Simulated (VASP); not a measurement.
# HfO2 (Fm-3m) in VASP: further runs, part 2 of 2

VASP 6.6.1.

## 3. Single point, revPBE+D3(BJ) (11.33 Å³/atom)

This run uses another cell than the first one, of 11.33 Å³/atom.

INCAR

```
SYSTEM = HfO2
PREC = Accurate ; ENCUT = 600
EDIFF = 1E-6 ; ISMEAR = 0
SIGMA = 0.05 ; LREAL = .FALSE.
LASPH = .TRUE. ; NELM = 120
ALGO = Normal ; ISIF = 2
LWAVE = .FALSE. ; LCHARG = .TRUE.
GGA = RE ; IVDW = 12
LELF = .TRUE. ; LVHAR = .TRUE.
NBANDS = 18 ; GGA_COMPAT = .FALSE.
```

KPOINTS

```
regular mesh
0
G
  8 8 8
  0 0 0
```

POSCAR

```
HfO2
1.0
    0.0000000000      2.5708572729      2.5708572729
    2.5708572729      0.0000000000      2.5708572729
    2.5708572729      2.5708572729      0.0000000000
Hf O
1 2
Direct
    0.0000000000      0.0000000000      0.0000000000
    0.2500000000      0.2500000000      0.2500000000
    0.7500000000      0.7500000000      0.7500000000
```

Potentials or basis: VASP PAW PBE potentials, release 64 (Hf_pv, O).

Started as:

```bash
$ cat potpaw_PBE.64/Hf_pv/POTCAR potpaw_PBE.64/O/POTCAR > POTCAR
$ mpirun -np 1 vasp_std > vasp.out
```

OUTCAR:

```text
SYSTEM = HfO2
   PREC = Accurate
   ENCUT = 600
   EDIFF = 1E-6
   ISMEAR = 0
   LREAL = .FALSE.
   LASPH = .TRUE.
   NELM = 120
   ISIF = 2
   GGA = RE
   IVDW = 12
 IVDW          = 12

 ion  position               nearest neighbor table
   1  0.000  0.000  0.000-   3 2.23   3 2.23   2 2.23   3 2.23   2 2.23   2 2.23   3 2.23   2 2.23

   2  0.250  0.250  0.250-   1 2.23   1 2.23   1 2.23   1 2.23
   3  0.750  0.750  0.750-   1 2.23   1 2.23   1 2.23   1 2.23

  LATTYP: Found a face centered cubic cell.
 ALAT       =     5.1417145458

  Lattice vectors:

 A1 = (   0.0000000000,   2.5708572729,   2.5708572729)
 A2 = (   2.5708572729,   0.0000000000,   2.5708572729)
 A3 = (   2.5708572729,   2.5708572729,   0.0000000000)

Analysis of symmetry for initial positions (statically):
=====================================================================
 Subroutine PRICEL returns:
 Original cell was already a primitive cell.

 Routine SETGRP: Setting up the symmetry group for a
 face centered cubic supercell.

 Subroutine GETGRP returns: Found 48 space group operations
 (whereof 48 operations were pure point group operations)
 out of a pool of 48 trial point group operations.

The static configuration has the point symmetry O_h .

Analysis of symmetry for dynamics (positions and initial velocities):
=====================================================================
 Subroutine PRICEL returns:
 Original cell was already a primitive cell.

 Routine SETGRP: Setting up the symmetry group for a
 face centered cubic supercell.

 Subroutine GETGRP returns: Found 48 space group operations
 (whereof 48 operations were pure point group operations)
 out of a pool of 48 trial point group operations.

The dynamic configuration has the point symmetry O_h .

 Subroutine INISYM returns: Found 48 space group operations
 (whereof 48 operations are pure point group operations),
 and found     1 'primitive' translations

----------------------------------------------------------------------------------------

                                     Primitive cell

  volume of cell :      33.9832

  direct lattice vectors                    reciprocal lattice vectors
     0.000000000  2.570857273  2.570857273    -0.194487654  0.194487654  0.194487654
     2.570857273  0.000000000  2.570857273     0.194487654 -0.194487654  0.194487654
     2.570857273  2.570857273  0.000000000     0.194487654  0.194487654 -0.194487654

  length of vectors
     3.635741222  3.635741222  3.635741222     0.336862498  0.336862498  0.336862498

  position of ions in fractional coordinates (direct lattice)
     0.000000000  0.000000000  0.000000000
     0.250000000  0.250000000  0.250000000
     0.750000000  0.750000000  0.750000000

  ion indices of the primitive-cell ions
   primitive index   ion index
                 1           1
                 2           2
                 3           3

----------------------------------------------------------------------------------------

 KPOINTS: regular mesh

Automatic generation of k-mesh.
 Grid dimensions read from file:
 generate k-points for:    8    8    8

 Generating k-lattice:

  Cartesian coordinates                     Fractional coordinates (reciprocal lattice)
    -0.024310957  0.024310957  0.024310957     0.125000000  0.000000000  0.000000000
     0.024310957 -0.024310957  0.024310957     0.000000000  0.125000000  0.000000000
     0.024310957  0.024310957 -0.024310957     0.000000000  0.000000000  0.125000000

  Length of vectors
     0.042107812  0.042107812  0.042107812

  Shift w.r.t. Gamma in fractional coordinates (k-lattice)
     0.000000000  0.000000000  0.000000000

 Subroutine IBZKPT returns following result:
 ===========================================

 Found     29 irreducible k-points:

 Following reciprocal coordinates:
            Coordinates               Weight
  0.000000  0.000000  0.000000      1.000000
  0.125000  0.000000  0.000000      8.000000
  0.250000  0.000000  0.000000      8.000000
  0.375000  0.000000  0.000000      8.000000
  0.500000  0.000000  0.000000      4.000000
  0.125000  0.125000  0.000000      6.000000
[... 16 lines left out ...]
  0.500000  0.250000  0.125000     48.000000
 -0.375000  0.250000  0.125000     24.000000
 [... further k-points ...]
   k-points           NKPTS =     29   k-points in BZ     NKDIM =     29   number of bands    NBANDS=     18
   number of dos      NEDOS =    301   number of ions     NIONS =      3
   total plane-waves  NPLWV =  27000
   dimension x,y,z NGX =    30 NGY =   30 NGZ =   30
   dimension x,y,z NGXF=    60 NGYF=   60 NGZF=   60
   ions per type =               1   2
   NGX,Y,Z   is equivalent  to a cutoff of  13.72, 13.72, 13.72 a.u.
   NGXF,Y,Z  is equivalent  to a cutoff of  27.44, 27.44, 27.44 a.u.
 SYSTEM =  HfO2
   PREC   = accura    normal or accurate (medium, high low for compatibility)
   ISTART =      0    job   : 0-new  1-cont  2-samecut
   ICHARG =      2    charge: 1-file 2-atom 10-const
   ISPIN  =      1    spin polarized calculation?
   LNONCOLLINEAR =      F non collinear calculations
   LSORBIT =      F    spin-orbit coupling
   LASPH  =      T    aspherical Exc in radial PAW
   ENCUT  =  600.0 eV  44.10 Ry    6.64 a.u.   7.26  7.26  7.26*2*pi/ulx,y,z
   NELM   =    120;   NELMIN=  2; NELMDL= -5     # of ELM steps
   EDIFF  = 0.1E-05   stopping-criterion for ELM
   LREAL  =      F    real-space projection
[... 7 lines left out ...]
   TEBEG  =    0.0;   TEEND  =   0.0 temperature during run
   PSTRESS=    0.0 pullay stress
   NELECT =      22.0000    total number of electrons
   NUPDOWN=      -1.0000    fix difference up-down
   EMIN   =  10.00;   EMAX   =-10.00  energy-range for DOS
   EFERMI =   0.00;   METHOD = LEGACY
   ISMEAR =     0;   SIGMA  =   0.05  broadening in eV -4-tet -1-fermi 0-gaus
   EFERMI_NEDOS =   21; number of points for ismear=-14 and -15
   IALGO  =     38    algorithm
   IMIX   =      4    mixing-type and parameters
     AMIX     =   0.40;   BMIX     =  1.00
     AMIX_MAG =   1.60;   BMIX_MAG =  1.00
  volume/ion in A,a.u.               =      11.33        76.44
  Fermi-wavevector in a.u.,A,eV,Ry     =   1.416210  2.676249 27.288548  2.005652
  Thomas-Fermi vector in A             =   2.537569
   LORBIT       =      0    0 simple, 1 ext, 2 COOP (PROOUT), +10 PAW based schemes
   GGA     = RE    functional components
   LHFCALC =     F    Hartree Fock is set to
   AEXX    =    0.0000 exact exchange contribution
   IVDW    =    12    specifies the selected vdW correction
   LEPSILON=     F    determine dielectric tensor
   LRPA    =     F    only Hartree local field effects (RPA)
 non-spin polarized calculation
 Gauss-broadening in eV      SIGMA  =   0.05
  energy-cutoff  :      600.00
  volume of cell :       33.98
 maximum number of plane-waves:      1158
 NGX is ok and might be reduce to    30
   NGX = 15   NGY = 15   NGZ = 15

 number of electron      21.9999993 magnetization

 Free energy of the ion-electron system (eV)
  ---------------------------------------------------
  ext. energy  EPLUGINS =         0.00000000
  ---------------------------------------------------
  free energy    TOTEN  =       -29.08424474 eV

  energy without entropy =      -29.08424474  energy(sigma->0) =      -29.08424474

 E-fermi :   4.3362     XC(G=0): -11.4651

 val. band max:        4.0299172443   @ k =   0.5000   0.5000   0.0000
 cond. band min:       7.7980597830   @ k =   0.5000   0.5000   0.0000
 fundamental gap:      3.7681425388
 Fermi energy:         4.3361643423

 k-point     1 :       0.0000    0.0000    0.0000
  band No.  band energies     occupation
      1     -25.8995      2.00000
      2     -25.8995      2.00000
      3     -25.8995      2.00000
      4     -14.4985      2.00000
      5     -11.7033      2.00000
      6      -1.0486      2.00000
[... 10 lines left out ...]
     17      13.9372      0.00000
     18      17.3186      0.00000
[... 463 lines left out ...]
 k-point    24 :      -0.3750    0.2500    0.1250
  band No.  band energies     occupation
      1     -26.2017      2.00000
      2     -26.0402      2.00000
      3     -25.9627      2.00000
      4     -13.0339      2.00000
      5     -12.5647      2.00000
      6      -0.5663      2.00000
[... 10 lines left out ...]
     17      14.8848      0.00000
     18      16.5928      0.00000

 [... further k-points ...]

------------------------ aborting loop because EDIFF is reached ----------------------------------------

 Edisp (eV)   -1.28792

 E8    (eV) :    -0.8867

  FORCE on cell =-STRESS in cart. coord.  units (eV):
  Direction    XX          YY          ZZ          XY          YZ          ZX
  --------------------------------------------------------------------------------------
  -------------------------------------------------------------------------------------
  Total      -2.70477    -2.70477    -2.70477     0.00000     0.00000    -0.00000
  in kB    -127.51968  -127.51968  -127.51968     0.00000     0.00000    -0.00000
  external pressure =     -127.52 kB  Pullay stress =        0.00 kB

 VOLUME and BASIS-vectors are now :
 -----------------------------------------------------------------------------
  energy-cutoff  :      600.00
  volume of cell :       33.98
      direct lattice vectors                 reciprocal lattice vectors
     0.000000000  2.570857273  2.570857273    -0.194487654  0.194487654  0.194487654
     2.570857273  0.000000000  2.570857273     0.194487654 -0.194487654  0.194487654
     2.570857273  2.570857273  0.000000000     0.194487654  0.194487654 -0.194487654

 POSITION                                       TOTAL-FORCE (eV/Angst)
 -----------------------------------------------------------------------------------
      0.00000      0.00000      0.00000        -0.000000     -0.000000     -0.000000
      1.28543      1.28543      1.28543         0.000000      0.000000      0.000000
      3.85629      3.85629      3.85629        -0.000000     -0.000000     -0.000000
 -----------------------------------------------------------------------------------
    total drift:                                0.000000     -0.000000      0.000000

  FREE ENERGIE OF THE ION-ELECTRON SYSTEM (eV)
  ---------------------------------------------------
  free  energy   TOTEN  =       -30.3721610891 eV

  energy  without entropy=      -30.3721610891  energy(sigma->0) =      -30.37216109
```

OSZICAR:

```text
N       E                     dE             d eps       ncg     rms          rms(c)
DAV:   1     0.100566319788E+03    0.10057E+03   -0.13477E+04  1044   0.133E+03
DAV:   2    -0.304570062678E+02   -0.13102E+03   -0.12702E+03  1332   0.304E+02
DAV:   3    -0.348887165224E+02   -0.44317E+01   -0.44150E+01  1234   0.488E+01
DAV:   4    -0.349132126133E+02   -0.24496E-01   -0.24491E-01  1264   0.408E+00
DAV:   5    -0.349133839807E+02   -0.17137E-03   -0.17136E-03  1200   0.314E-01    0.436E+01
DAV:   6    -0.292042763963E+02    0.57091E+01   -0.20690E+01  1064   0.320E+01    0.387E+01
DAV:   7    -0.291132804725E+02    0.90996E-01   -0.68324E-01  1178   0.680E+00    0.279E+01
DAV:   8    -0.291128051359E+02    0.47534E-03   -0.38160E-01  1088   0.564E+00    0.102E+01
DAV:   9    -0.290832133822E+02    0.29592E-01   -0.84882E-02  1092   0.251E+00    0.267E+00
DAV:  10    -0.290841457475E+02   -0.93237E-03   -0.46764E-03  1140   0.518E-01    0.109E-01
DAV:  11    -0.290841969392E+02   -0.51192E-04   -0.26239E-04  1218   0.130E-01    0.291E-01
DAV:  12    -0.290842421076E+02   -0.45168E-04   -0.12748E-04  1124   0.723E-02    0.641E-02
DAV:  13    -0.290842439833E+02   -0.18757E-05   -0.45064E-06  1234   0.155E-02    0.117E-02
DAV:  14    -0.290842447418E+02   -0.75853E-06   -0.10422E-06  1050   0.682E-03
   1 F= -.30372161E+02 E0= -.30372161E+02  d E =-.842803E-20
```

stdout:

```text
POSCAR found type information on POSCAR HfO
 POSCAR found :  2 types and       3 ions
 scaLAPACK will be used
 -----------------------------------------------------------------------------
|                                                                             |
|                                                                             |
|     You enforced a specific xc type in the INCAR file but a different       |
|     I HOPE YOU KNOW WHAT YOU ARE DOING!                                     |
|                                                                             |
 -----------------------------------------------------------------------------

 LDA part: xc-table for (Slater+PW92), standard interpolation
 POSCAR, INCAR and KPOINTS ok, starting setup
 FFT: planning ... GRIDC
 FFT: planning ... GRID_SOFT
 FFT: planning ... GRID
 WAVECAR not read
 entering main loop
```

Wall time 37 s (1 thread of Intel Xeon 8259CL, shared host); peak memory 0.19 GiB.

Results:

```yaml
Free_energy: -30.3722 eV
Pressure: -12.8 GPa
Band_gap_on_the_k_mesh: 3.77 eV
Dispersion_energy_per_atom: -0.429 eV
```

Levels at points of the mesh, in eV from the valence-band top:
| k point | band 7 | band 8 | band 9 | band 10 | band 11 | band 12 | band 13 | band 14 | band 15 | band 16 |
| --- | --- | --- | --- | --- | --- | --- | --- | --- | --- | --- |
| (0.00, 0.00, 0.00) | -5.08 | -5.08 | -0.58 | -0.58 | -0.58 | 3.83 | 3.83 | 5.62 | 9.91 | 9.91 |
| (0.50, 0.00, 0.00) | -4.08 | -2.97 | -2.62 | -1.78 | -1.78 | 4.50 | 4.50 | 6.60 | 8.94 | 8.94 |
| (0.50, 0.50, 0.00) | -3.36 | -3.36 | -1.45 | -1.45 | 0.00 | 3.77 | 5.33 | 6.26 | 7.80 | 7.80 |

Caveat: the cell stands under tension; the PAW data sets were made with another functional, which shifts forces and pressure a little; spin-orbit coupling is left out, which moves the levels of the heavy elements. A k mesh can miss the band edges.
